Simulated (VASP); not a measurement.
Set up this calculation in VASP 6.6.1, as the native input.

| Quantity | Value |
| --- | --- |
| Task | single point |
| Functional | PBE |
| Potentials or basis | VASP PAW PBE potentials, release 64 (Ag, Cl) |
| Cutoff | 520 eV |
| k mesh | 6 × 6 × 6 |
| Occupations | gaussian, width 0.1 eV |
| Spin | no spin polarisation |
| Hubbard terms | Ag d U = 6.0 eV |
| Dipole correction | no |
| Further INCAR settings | ALGO = Normal; EDIFF = 1e-07; NBANDS = 16 |

The structure of AgCl lies in POSCAR:

```
AgCl
1.0
    0.0000000000      2.7350000000      2.7350000000
    2.7350000000      0.0000000000      2.7350000000
    2.7350000000      2.7350000000      0.0000000000
Ag Cl
1 1
Direct
   -0.0171980000      0.0112950000     -0.0044850000
    0.4962840000      0.5090750000      0.5035600000
```

One way to write it, as run:

INCAR

```
  PREC = Accurate
  ENCUT = 520
  EDIFF = 1E-7
  ISMEAR = 0
  SIGMA = 0.1
  LREAL = False
  LASPH = True
  NELM = 150
  ALGO = Normal
  ISIF = 2
  LWAVE = False
  LCHARG = False
  LMAXMIX = 4
  LDAU = True
  LDAUTYPE = 2
  LDAUL = 2 -1
  LDAUU = 6 0
  LDAUJ = 0 0
  LDAUPRINT = 1
  GGA = PE
  NBANDS = 16
```

KPOINTS

```
regular mesh
0
Gamma
  6 6 6
```

Potentials or basis: VASP PAW PBE potentials, release 64 (Ag, Cl).

Command:

```sh
$ cat potpaw_PBE.64/Ag/POTCAR potpaw_PBE.64/Cl/POTCAR > POTCAR
$ mpirun -np 1 vasp_std > vasp.out
```

It gave:

```
Pressure               : 3.1 GPa
Largest force          : 0.107 eV/Å
Band gap on the k mesh : 2.09 eV (least direct gap 3.56 eV)
```

Caveat: the cell stands under pressure.

Wall time 67 s on 1 thread of Intel(R) Xeon(R) Platinum 8259CL CPU @ 2.50GHz (Skylake/Cascade Lake), with other jobs on the host, peak memory 0.21 GiB.
